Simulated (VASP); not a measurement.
ZnHgO2, 4 atoms in the cell. The structure is tetragonal, space group P-4m2 (No. 115). Conventional cell: a = 3.258 Å, b = 3.258 Å, c = 5.087 Å, α = 90.00°, β = 90.00°, γ = 90.00°. Zn (site symmetry -4m2) has 4 O at 1.93 Å within 2.6 Å. Within 2.6 Å of O (site symmetry 2mm) lie 2 Zn at 1.93 Å and 2 Hg at 2.22 Å. Within 2.9 Å of Hg (site symmetry -4m2) lie 4 O at 2.22 Å. 

| Quantity | Value |
| --- | --- |
| Program | VASP 6.6.1 |
| Task | single point |
| Functional | r2SCAN |
| Potentials or basis | VASP PAW PBE potentials, release 64 (Zn, O, Hg_sv_GW) |
| Cutoff | 660 eV |
| k mesh | 6 × 6 × 4 |
| Occupations | fermi-dirac, width 0.02 eV |
| Spin | no spin polarisation |
| Dipole correction | no |
| Further INCAR settings | ALGO = Normal; EDIFF = 1e-06; NBANDS = 30 |

Potentials or basis: VASP PAW PBE potentials, release 64 (Zn, O, Hg_sv_GW).

The run is started by

```sh
$ cat potpaw_PBE.64/Zn/POTCAR potpaw_PBE.64/O/POTCAR potpaw_PBE.64/Hg_sv_GW/POTCAR > POTCAR
$ cp INCAR.step1 INCAR
$ mpirun -np 1 vasp_std > vasp.out
$ cp INCAR.step2 INCAR
$ mpirun -np 1 vasp_std > vasp.out
```

Hardware: 1 thread of Intel(R) Xeon(R) Platinum 8259CL CPU @ 2.50GHz (Skylake/Cascade Lake), on a shared host.

Estimate the wall time of this run.

It took 4.5 min on 1 thread of Intel(R) Xeon(R) Platinum 8259CL CPU @ 2.50GHz (Skylake/Cascade Lake), on a shared host, peak memory 0.26 GiB. Counts: k points 30.
